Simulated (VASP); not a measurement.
# Au (Pm-3m) in VASP: notebook

Au is run at these levels: PBE0, PBEsol-based global hybrid with 25 % exact exchange, B3LYP; tasks: relaxation of cell and atoms.

Program: VASP 6.6.1. These are calculated values, not measurements. Logs are shortened: lines on timing, memory, paths and dates and some standing lists are left out, and cuts for length are marked.

## (1) The cell of the first run

Symmetry: Pm-3m, No. 221, cubic system. The conventional cell has a = 2.748 Å, b = 2.748 Å, c = 2.748 Å, α = 90.00°, β = 90.00°, γ = 90.00°. Au (site symmetry m-3m) has 6 Au at 2.75 Å within 3.6 Å.

This isn't the form of Au at room conditions, which is fcc.

## (2) Relaxation of cell and atoms, PBE0

Input file POSCAR:

```
Au
1.0
    2.7484100000      0.0000000000      0.0000000000
    0.0000000000      2.7484100000      0.0000000000
    0.0000000000      0.0000000000      2.7484100000
Au
1
Direct
    0.5000000000      0.5000000000      0.5000000000
```

Input file INCAR.step1:

```
SYSTEM = Au
  PREC = Accurate
  ENCUT = 600
  EDIFF = 1E-5
  ISMEAR = -1
  SIGMA = 0.05
  LREAL = .FALSE.
  LASPH = .TRUE.
  NELM = 100
  ALGO = Normal
  LWAVE = .TRUE.
  LCHARG = .FALSE.
  GGA = PE
  NBANDS = 12
```

Input file INCAR.step2:

```
SYSTEM = Au
  PREC = Accurate
  ENCUT = 600
  EDIFF = 1E-6
  ISMEAR = -1
  SIGMA = 0.05
  LREAL = .FALSE.
  LASPH = .TRUE.
  NELM = 100
  ALGO = Normal
  ISIF = 3
  LWAVE = .FALSE.
  LCHARG = .FALSE.
  GGA = PE
  LHFCALC = .TRUE.
  AEXX = 0.25
  PRECFOCK = Normal
  IBRION = 2
  NSW = 60
  EDIFFG = -0.01
  ISTART = 1
```

Input file KPOINTS:

```
regular mesh
0
G
  5 5 5
  0 0 0
```

Potentials or basis: VASP PAW PBE potentials, release 64 (Au).

The run is started by

```
cat potpaw_PBE.64/Au/POTCAR > POTCAR
cp INCAR.step1 INCAR
mpirun -np 1 vasp_std > vasp.out
cp INCAR.step2 INCAR
mpirun -np 1 vasp_std > vasp.out
```

OUTCAR:

```text
SYSTEM = Au
   PREC = Accurate
   ENCUT = 600
   EDIFF = 1E-6
   ISMEAR = -1
   LREAL = .FALSE.
   LASPH = .TRUE.
   NELM = 100
   ISIF = 3
   GGA = PE
   LHFCALC = .TRUE.
   AEXX = 0.25
   PRECFOCK = Normal
   IBRION = 2
   NSW = 60
   EDIFFG = -0.01
   ISTART = 1

 ion  position               nearest neighbor table
   1  0.500  0.500  0.500-

  LATTYP: Found a simple cubic cell.
 ALAT       =     2.7484100000

  Lattice vectors:

 A1 = (   2.7484100000,   0.0000000000,   0.0000000000)
 A2 = (   0.0000000000,   2.7484100000,   0.0000000000)
 A3 = (   0.0000000000,   0.0000000000,   2.7484100000)

Analysis of symmetry for initial positions (statically):
=====================================================================
 Subroutine PRICEL returns:
 Original cell was already a primitive cell.

 Routine SETGRP: Setting up the symmetry group for a
 simple cubic supercell.

 Subroutine GETGRP returns: Found 48 space group operations
 (whereof 48 operations were pure point group operations)
 out of a pool of 48 trial point group operations.

The static configuration has the point symmetry O_h .

Analysis of symmetry for dynamics (positions and initial velocities):
=====================================================================
 Subroutine PRICEL returns:
 Original cell was already a primitive cell.

 Routine SETGRP: Setting up the symmetry group for a
 simple cubic supercell.

 Subroutine GETGRP returns: Found 48 space group operations
 (whereof 48 operations were pure point group operations)
 out of a pool of 48 trial point group operations.

The dynamic configuration has the point symmetry O_h .

 Subroutine INISYM returns: Found 48 space group operations
 (whereof 48 operations are pure point group operations),
 and found     1 'primitive' translations

----------------------------------------------------------------------------------------

                                     Primitive cell

  volume of cell :      20.7608

  direct lattice vectors                    reciprocal lattice vectors
     2.748410000  0.000000000  0.000000000     0.363846733  0.000000000  0.000000000
     0.000000000  2.748410000  0.000000000     0.000000000  0.363846733  0.000000000
     0.000000000  0.000000000  2.748410000     0.000000000  0.000000000  0.363846733

  length of vectors
     2.748410000  2.748410000  2.748410000     0.363846733  0.363846733  0.363846733

  position of ions in fractional coordinates (direct lattice)
     0.500000000  0.500000000  0.500000000

  ion indices of the primitive-cell ions
   primitive index   ion index
                 1           1

----------------------------------------------------------------------------------------

 KPOINTS: regular mesh

Automatic generation of k-mesh.
 Grid dimensions read from file:
 generate k-points for:    5    5    5

 Generating k-lattice:

  Cartesian coordinates                     Fractional coordinates (reciprocal lattice)
     0.072769347  0.000000000  0.000000000     0.200000000  0.000000000  0.000000000
     0.000000000  0.072769347  0.000000000     0.000000000  0.200000000  0.000000000
     0.000000000  0.000000000  0.072769347     0.000000000  0.000000000  0.200000000

  Length of vectors
     0.072769347  0.072769347  0.072769347

  Shift w.r.t. Gamma in fractional coordinates (k-lattice)
     0.000000000  0.000000000  0.000000000

 Subroutine IBZKPT returns following result:
 ===========================================

 Found     10 irreducible k-points:

 Following reciprocal coordinates:
            Coordinates               Weight
  0.000000  0.000000  0.000000      1.000000
  0.200000  0.000000  0.000000      6.000000
  0.400000  0.000000  0.000000      6.000000
  0.200000  0.200000  0.000000     12.000000
  0.400000  0.200000  0.000000     24.000000
  0.400000  0.400000  0.000000     12.000000
  0.200000  0.200000  0.200000      8.000000
  0.400000  0.200000  0.200000     24.000000
  0.400000  0.400000  0.200000     24.000000
  0.400000  0.400000  0.400000      8.000000
   k-points           NKPTS =     10   k-points in BZ     NKDIM =    125   number of bands    NBANDS=      9
   number of dos      NEDOS =    301   number of ions     NIONS =      1
   total plane-waves  NPLWV =  13824
   dimension x,y,z NGX =    24 NGY =   24 NGZ =   24
   dimension x,y,z NGXF=    48 NGYF=   48 NGZF=   48
   ions per type =               1
   NGX,Y,Z   is equivalent  to a cutoff of  14.52, 14.52, 14.52 a.u.
   NGXF,Y,Z  is equivalent  to a cutoff of  29.03, 29.03, 29.03 a.u.
 SYSTEM =  Au
   PREC   = accura    normal or accurate (medium, high low for compatibility)
   ISTART =      1    job   : 0-new  1-cont  2-samecut
   ICHARG =      0    charge: 1-file 2-atom 10-const
   ISPIN  =      1    spin polarized calculation?
   LNONCOLLINEAR =      F non collinear calculations
   LSORBIT =      F    spin-orbit coupling
   LASPH  =      T    aspherical Exc in radial PAW
   ENCUT  =  600.0 eV  44.10 Ry    6.64 a.u.   5.49  5.49  5.49*2*pi/ulx,y,z
   NELM   =    100;   NELMIN=  2; NELMDL=  0     # of ELM steps
   EDIFF  = 0.1E-05   stopping-criterion for ELM
   LREAL  =      F    real-space projection
   EDIFFG = -.1E-01   stopping-criterion for IOM
   NSW    =     60    number of steps for IOM
   IBRION =      2    ionic relax: 0-MD 1-quasi-New 2-CG
   NFREE  =      1    steps in history (QN), initial steepest desc. (CG)
   ISIF   =      3    stress and relaxation
   ISYM   =      3    0-nonsym 1-usesym 2-fastsym
   POTIM  = 0.5000    time-step for ionic-motion
   TEBEG  =    0.0;   TEEND  =   0.0 temperature during run
   PSTRESS=    0.0 pullay stress
   NELECT =      11.0000    total number of electrons
   NUPDOWN=      -1.0000    fix difference up-down
   EMIN   =  10.00;   EMAX   =-10.00  energy-range for DOS
   EFERMI =   0.00;   METHOD = LEGACY
   ISMEAR =    -1;   SIGMA  =   0.05  broadening in eV -4-tet -1-fermi 0-gaus
   EFERMI_NEDOS =   21; number of points for ismear=-14 and -15
   IALGO  =     38    algorithm
   IMIX   =      1    mixing-type and parameters
     AMIX     =   0.40;   BMIX     =  1.00
     AMIX_MAG =   1.60;   BMIX_MAG =  1.00
  volume/ion in A,a.u.               =      20.76       140.10
  Fermi-wavevector in a.u.,A,eV,Ry     =   1.324720  2.503358 23.876646  1.754884
  Thomas-Fermi vector in A             =   2.454234
   LORBIT       =      0    0 simple, 1 ext, 2 COOP (PROOUT), +10 PAW based schemes
   GGA     = PE    functional components
   LHFCALC =     T    Hartree Fock is set to
   PRECFOCK=normal    Normal, Fast or Accurate (Low or Medium for compatibility)
   ENCUT4O =  -1.0   cutoff for four orbital integrals eV
   NKREDX  =     1    reduce k-point grid by
   NKREDY  =     1    reduce k-point grid by
   NKREDZ  =     1    reduce k-point grid by
   AEXX    =    0.2500 exact exchange contribution
   HFSCREEN=    0.0000 screening length (either q_TF or 0.3 A-1)
   HFSCREENC=   0.0000 screening length for correlation (either q_TF or 0.3 A-1)
   ENCUTFOCK=  -1.0 apply spherical cutoff to Coloumb kernel
   IVDW    =     0    specifies the selected vdW correction
   LEPSILON=     F    determine dielectric tensor
   LRPA    =     F    only Hartree local field effects (RPA)
 conjugate gradient relaxation of ions
 non-spin polarized calculation
  energy-cutoff  :      600.00
  volume of cell :       20.76
 maximum number of plane-waves:       739
 NGX is ok and might be reduce to    24
  NGX = 18; NGY = 18; NGZ = 18

--------------------------------------- Ionic step        1  -------------------------------------------

 number of electron      11.0000001 magnetization

 Free energy of the ion-electron system (eV)
  ---------------------------------------------------
  ext. energy  EPLUGINS =         0.00000000
  ---------------------------------------------------
  free energy    TOTEN  =        -3.20568549 eV

  energy without entropy =       -3.19535076  energy(sigma->0) =       -3.20051813

------------------------ aborting loop because EDIFF is reached ----------------------------------------

  FORCE on cell =-STRESS in cart. coord.  units (eV):
  Direction    XX          YY          ZZ          XY          YZ          ZX
  --------------------------------------------------------------------------------------
  -------------------------------------------------------------------------------------
  Total       -0.1734603     -0.1734603     -0.1734603      0.0000000      0.0000000     -0.0000000
  in kB      -13.3864745    -13.3864745    -13.3864745      0.0000000      0.0000000     -0.0000000
  external PRESSURE =     -13.3864745 kB  Pullay stress =       0.0000000 kB

 VOLUME and BASIS-vectors are now :
 -----------------------------------------------------------------------------
  energy-cutoff  :      600.00
  volume of cell :       20.76
      direct lattice vectors                 reciprocal lattice vectors
     2.748410000  0.000000000  0.000000000     0.363846733  0.000000000  0.000000000
     0.000000000  2.748410000  0.000000000     0.000000000  0.363846733  0.000000000
     0.000000000  0.000000000  2.748410000     0.000000000  0.000000000  0.363846733
[... 36 lines left out ...]
 POSITION                                       TOTAL-FORCE (eV/Angst)
 -----------------------------------------------------------------------------------
      1.36271      1.36271      1.36271        -0.000000     -0.000000      0.000000
 -----------------------------------------------------------------------------------
    total drift:                               -0.000000      0.000000      0.000000

  FREE ENERGIE OF THE ION-ELECTRON SYSTEM (eV)
  ---------------------------------------------------
  free  energy   TOTEN  =        -3.2054134762 eV

  energy  without entropy=       -3.1950787411  energy(sigma->0) =       -3.20024611

--------------------------------------- Ionic step        3  -------------------------------------------

 number of electron      11.0000002 magnetization

 Free energy of the ion-electron system (eV)
  ---------------------------------------------------
  ext. energy  EPLUGINS =         0.00000000
  ---------------------------------------------------
  free energy    TOTEN  =        -3.20665433 eV

  energy without entropy =       -3.19631960  energy(sigma->0) =       -3.20148697

 E-fermi :   6.3426     XC(G=0):  -9.0348

 val. band max:        4.9047045467   @ k =   0.4000   0.2000   0.0000
 cond. band min:       6.4032981164   @ k =   0.4000   0.2000   0.2000
 fundamental gap:      1.4985935698
 Fermi energy:         6.3426469844

 k-point     1 :       0.0000    0.0000    0.0000
  band No.  band energies     occupation
      1      -2.9296      2.00000
      2      -1.0691      2.00000
      3      -1.0691      2.00000
      4       3.3599      2.00000
      5       3.3599      2.00000
      6       3.3599      2.00000
      7      21.5363      0.00000
      8      21.5363      0.00000
      9      21.5363      0.00000

 k-point     2 :       0.2000    0.0000    0.0000
  band No.  band energies     occupation
      1      -2.0238      2.00000
      2      -0.9229      2.00000
      3      -0.0699      2.00000
      4       2.7825      2.00000
      5       2.7825      2.00000
      6       3.4091      2.00000
      7      16.6338      0.00000
      8      23.0726      0.00000
      9      23.0726      0.00000
[... 116 lines left out ...]
 POSITION                                       TOTAL-FORCE (eV/Angst)
 -----------------------------------------------------------------------------------
      1.36885      1.36885      1.36885        -0.000000     -0.000000      0.000000
 -----------------------------------------------------------------------------------
    total drift:                               -0.000000     -0.000000     -0.000000

  FREE ENERGIE OF THE ION-ELECTRON SYSTEM (eV)
  ---------------------------------------------------
  free  energy   TOTEN  =        -3.2066543327 eV

  energy  without entropy=       -3.1963195976  energy(sigma->0) =       -3.20148697

 reached required accuracy - stopping structural energy minimisation
```

It took 13 min on 1 thread of Intel Xeon 8259CL, shared host; peak memory 0.16 GiB.

Results:

| Quantity | Value |
| --- | --- |
| Free energy | -3.2067 eV |
| Relaxed volume | 20.52 Å³/atom |
| Relaxed cell | a = 2.738 Å, b = 2.738 Å, c = 2.738 Å, α = 90.00°, β = 90.00°, γ = 90.00° |
| Space group after relaxing (to 0.1 Å) | Pm-3m (No. 221) |
| Energy gained by relaxing | 1.0 meV/atom |
| Ionic steps | 3 |
| Pressure after relaxing | 0.0 GPa |
| Band gap on the k mesh | zero (an odd number of electrons rules out a gap without spin polarisation) |

The path:
```
step  energy change (eV)  largest force (eV/Å)  pressure (GPa)  volume (Å³)
   1              0.0000                0.0000           -1.34        20.76
   2              0.0003                0.0000            1.49        20.24
   3             -0.0010                0.0000            0.00        20.52
```

Final structure:
```
Au
1.0
     2.73770    0.00000    0.00000
     0.00000    2.73770    0.00000
     0.00000    0.00000    2.73770
Au
1
Direct
  0.50000 0.50000 0.50000
```

Levels at points of the mesh, in eV from the Fermi level:
```
           k point  band 3  band 4  band 5  band 6  band 7  band 8  band 9
(0.00, 0.00, 0.00)   -7.41   -2.98   -2.98   -2.98   15.19   15.19   15.19
```

Caveat: the k points lie up to 0.46 Å⁻¹ apart in the final cell, too coarse for converged energies and pressures of a metal; the PAW data sets were made with another functional, which shifts forces and pressure a little; spin-orbit coupling is left out, which moves the levels of the heavy elements.

## (3) Relaxation of cell and atoms, PBEsol-based global hybrid with 25 % exact exchange

POSCAR is that of step 2.

Input file INCAR.step1:

```
PREC = Accurate
ENCUT = 600
EDIFF = 1E-5
ISMEAR = -1
SIGMA = 0.05
LREAL = F
LASPH = T
NELM = 80
ALGO = Normal
LWAVE = T
LCHARG = F
GGA = PE
NBANDS = 12
```

Input file INCAR.step2:

```
PREC = Accurate
ENCUT = 600
EDIFF = 1E-7
ISMEAR = -1
SIGMA = 0.05
LREAL = F
LASPH = T
NELM = 80
ALGO = Normal
ISIF = 3
LWAVE = F
LCHARG = F
GGA = PS
LHFCALC = T
AEXX = 0.25
PRECFOCK = Normal
IBRION = 2
NSW = 60
EDIFFG = -0.01
ISTART = 1
```

Input file KPOINTS:

```
Automatic mesh
0
Gamma
  5 5 5
```

Potentials or basis: VASP PAW PBE potentials, release 64 (Au).

The run is started by

```
cat potpaw_PBE.64/Au/POTCAR > POTCAR
cp INCAR.step1 INCAR
mpirun -np 1 vasp_std > vasp.out
cp INCAR.step2 INCAR
mpirun -np 1 vasp_std > vasp.out
```

It took 32 min on 1 thread of Intel Xeon 8259CL, shared host; peak memory 0.16 GiB.

It converged, with:

```yaml
Free_energy: -3.6583 eV
Relaxed_volume: 19.69 Å³/atom
Relaxed_cell: a = 2.700 Å, b = 2.700 Å, c = 2.700 Å, α = 90.00°, β = 90.00°, γ = 90.00°
Space_group_after_relaxing_to_0.1_Å: Pm-3m (No. 221)
Energy_gained_by_relaxing: 20.3 meV/atom
Ionic_steps: 4
Pressure_after_relaxing: 0.1 GPa
Band_gap_on_the_k_mesh: zero (an odd number of electrons rules out a gap without spin polarisation)
```

Step by step:
```csv
step,energy change (eV),largest force (eV/Å),pressure (GPa),volume (Å³)
1,0.0000,0.0000,-5.78,20.76
2,0.0084,0.0000,8.83,18.59
3,-0.0203,0.0000,-0.08,19.71
4,-0.0203,0.0000,0.07,19.69
```

Final structure:
```yaml
crystal:
  lattice:
    - [2.70045, 0.00000, 0.00000]
    - [0.00000, 2.70045, 0.00000]
    - [0.00000, 0.00000, 2.70045]
  atoms:
    - { symbol: Au, position: [0.50000, 0.50000, 0.50000] }
```

Levels at points of the mesh, in eV from the Fermi level:
```tsv
k point	band 4	band 5	band 6	band 7	band 8	band 9
(0.00, 0.00, 0.00)	-2.94	-2.94	-2.94	15.42	15.42	15.42
```

Caveat: the k points lie up to 0.47 Å⁻¹ apart in the final cell, too coarse for converged energies and pressures of a metal; the PAW data sets were made with another functional, which shifts forces and pressure a little; spin-orbit coupling is left out, which moves the levels of the heavy elements.

## (4) Relaxation of cell and atoms, B3LYP

POSCAR is that of step 3.

Input file INCAR.step1:

```
SYSTEM = Au
PREC = Accurate
ENCUT = 600
EDIFF = 1E-5
ISMEAR = -1
SIGMA = 0.05
LREAL = .False.
LASPH = .True.
NELM = 80
ALGO = Normal
LWAVE = .True.
LCHARG = .False.
GGA = PE
NBANDS = 12
```

Input file INCAR.step2:

```
SYSTEM = Au
PREC = Accurate
ENCUT = 600
EDIFF = 1E-7
ISMEAR = -1
SIGMA = 0.05
LREAL = .False.
LASPH = .True.
NELM = 80
ALGO = Normal
ISIF = 3
LWAVE = .False.
LCHARG = .False.
GGA = B3
LHFCALC = .True.
AEXX = 0.2
AGGAX = 0.72
AGGAC = 0.81
ALDAC = 0.19
PRECFOCK = Normal
IBRION = 2
NSW = 60
EDIFFG = -0.01
ISTART = 1
```

Input file KPOINTS:

```
regular mesh
0
Gamma
  5 5 5
  0 0 0
```

The run is started by

```
cat potpaw_PBE.64/Au/POTCAR > POTCAR
cp INCAR.step1 INCAR
mpirun -np 1 vasp_std > vasp.out
cp INCAR.step2 INCAR
mpirun -np 1 vasp_std > vasp.out
```

It took 26 min on 1 thread of Intel Xeon 8259CL, shared host; peak memory 0.16 GiB.

Results (log left out):

- Free energy: -2.6286 eV
- Relaxed volume: 22.01 Å³/atom
- Relaxed cell: a = 2.803 Å, b = 2.803 Å, c = 2.803 Å, α = 90.00°, β = 90.00°, γ = 90.00°
- Space group after relaxing (to 0.1 Å): Pm-3m (No. 221)
- Energy gained by relaxing: 21.5 meV/atom
- Ionic steps: 3
- Pressure after relaxing: 0.0 GPa
- Band gap on the k mesh: zero (an odd number of electrons rules out a gap without spin polarisation)

The path:
```
step  energy change (eV)  largest force (eV/Å)  pressure (GPa)  volume (Å³)
   1              0.0000                0.0000            5.91        20.76
   2             -0.0076                0.0000           -3.69        23.15
   3             -0.0215                0.0000           -0.04        22.01
```

Final structure:
```cif
data_structure
_symmetry_space_group_name_H-M 'P 1'
_symmetry_Int_Tables_number 1
_cell_length_a 2.8027
_cell_length_b 2.8027
_cell_length_c 2.8027
_cell_angle_alpha 90.000
_cell_angle_beta 90.000
_cell_angle_gamma 90.000
_cell_volume 22.01
loop_
_atom_site_label
_atom_site_type_symbol
_atom_site_fract_x
_atom_site_fract_y
_atom_site_fract_z
_atom_site_occupancy
Au1 Au 0.50000 0.50000 0.50000 1
```

Levels at points of the mesh, in eV from the Fermi level:
| k point | band 2 | band 3 | band 4 | band 5 | band 6 | band 7 | band 8 | band 9 |
| --- | --- | --- | --- | --- | --- | --- | --- | --- |
| (0.00, 0.00, 0.00) | -6.62 | -6.62 | -2.71 | -2.71 | -2.71 | 14.51 | 14.51 | 14.51 |

Caveat: the k points lie up to 0.45 Å⁻¹ apart in the final cell, too coarse for converged energies and pressures of a metal; the PAW data sets were made with another functional, which shifts forces and pressure a little; spin-orbit coupling is left out, which moves the levels of the heavy elements.

## (5) Summary

| level | share of exact exchange | gap on the mesh (eV) | pressure (GPa) | relaxed volume (Å³/atom) |
| --- | --- | --- | --- | --- |
| PBE0 | 0.25 | none | 0.0 | 20.52 |
| PBEsol-based global hybrid with 25 % exact exchange | 0.25 | none | 0.1 | 19.69 |
| B3LYP | 0.2 | none | 0.0 | 22.01 |

Alike in all rows: task relaxation of cell and atoms; potentials or basis VASP PAW PBE potentials, release 64 (Au); no spin polarisation; cell relaxed; k mesh 5 × 5 × 5; cutoff (eV) 600; smearing fermi-dirac 0.05 eV.

Caveats: all runs use coarse meshes; the PAW data sets were made with another functional, which shifts forces and pressure a little; spin-orbit coupling is left out, which moves the levels of the heavy elements.

Absolute energies hang on the potentials; compare differences alone.

The gap in the log of VASP goes by the Fermi energy; the results here count the filled bands.